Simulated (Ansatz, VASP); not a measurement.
One calculation of InP, two programs

```xyz
2
Lattice="0.0000 2.9137 2.9137 2.9137 0.0000 2.9137 2.9137 2.9137 0.0000" Properties=species:S:1:pos:R:3 pbc="T T T"
In    0.0000    0.0000    0.0000
P     4.3705    4.3705    4.3705
```

Alike in both runs: functional LDA; k mesh 12 × 12 × 12; occupations fermi-dirac, width 0.1 eV; no spin polarisation.

Ansatz relaxed the structure, and its values are those at the end. VASP's run is a single point on that final structure, the one shown.

```csv
,VASP,Ansatz
version,VASP 6.6.1,Ansatz 0.2.0
potentials or method,"VASP PAW LDA potentials, release 64 (In_d, P)","PAW with Ansatz's default frozen-core files, scalar-relativistic"
plane-wave cutoff (eV),520,420
valence electrons in the cell,18,18
```

|  | VASP | Ansatz | Ansatz less VASP |
| --- | --- | --- | --- |
| pressure (GPa) | 0.0 | 0.0 | -0.02 |

LDA's correlation is that of Perdew and Zunger in VASP and of Perdew and Wang (1992) in Ansatz.
